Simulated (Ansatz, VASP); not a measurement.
## One calculation of ZnSe, two programs

File INCAR:

```
SYSTEM = ZnSe
  PREC = Accurate
  ENCUT = 500
  EDIFF = 1E-6
  ISMEAR = 0
  SIGMA = 0.01
  LREAL = .FALSE.
  LASPH = .TRUE.
  NELM = 120
  ALGO = Normal
  ISIF = 2
  LWAVE = .FALSE.
  LCHARG = .TRUE.
  GGA = PE
  LELF = .TRUE.
  LVHAR = .TRUE.
  NBANDS = 16
  GGA_COMPAT = .FALSE.
```

Contents of KPOINTS:

```
regular mesh
0
G
  2 2 2
  0 0 0
```

The input POSCAR:

```
ZnSe
1.0
    0.0000000000      2.8338000000      2.8338000000
    2.8338000000      0.0000000000      2.8338000000
    2.8338000000      2.8338000000      0.0000000000
Zn Se
1 1
Direct
    0.0000000000      0.0000000000      0.0000000000
    0.2500000000      0.2500000000      0.2500000000
```

Input for Ansatz:

```yaml
crystal:
  lattice:
    - [0.0, 2.8338, 2.8338]
    - [2.8338, 0.0, 2.8338]
    - [2.8338, 2.8338, 0.0]
  atoms:
    - { symbol: Zn, position: [0.0, 0.0, 0.0] }
    - { symbol: Se, position: [0.25, 0.25, 0.25] }
kpoints:
  mp_grid:
    grid: [2, 2, 2]
hamiltonian:
  xc: pbe
scf:
  occupations:
    method: fixed
output:
  eigenvalues: true
```

Alike in both runs: task single point; functional PBE; k mesh 2 × 2 × 2; no spin polarisation.

|  | VASP | Ansatz |
| --- | --- | --- |
| version | VASP 6.6.1 | Ansatz 0.2.0 |
| potentials or method | VASP PAW PBE potentials, release 64 (Zn, Se) | plane waves, PAW |
| plane-wave cutoff (eV) | 500 | 420 |
| occupations | gaussian, width 0.01 eV | fixed |
| valence electrons in the cell | 18 | 28 |

|  | VASP | Ansatz | Ansatz less VASP |
| --- | --- | --- | --- |
| gap on the k mesh at the Fermi level (eV) | 1.16 | 1.16 | -0.001 |

VASP's potentials hold 18 valence electrons a cell and Ansatz's 28, so a difference there can come from the potentials and not from the codes.

The k mesh is coarse, so the values compare programs but aren't converged.
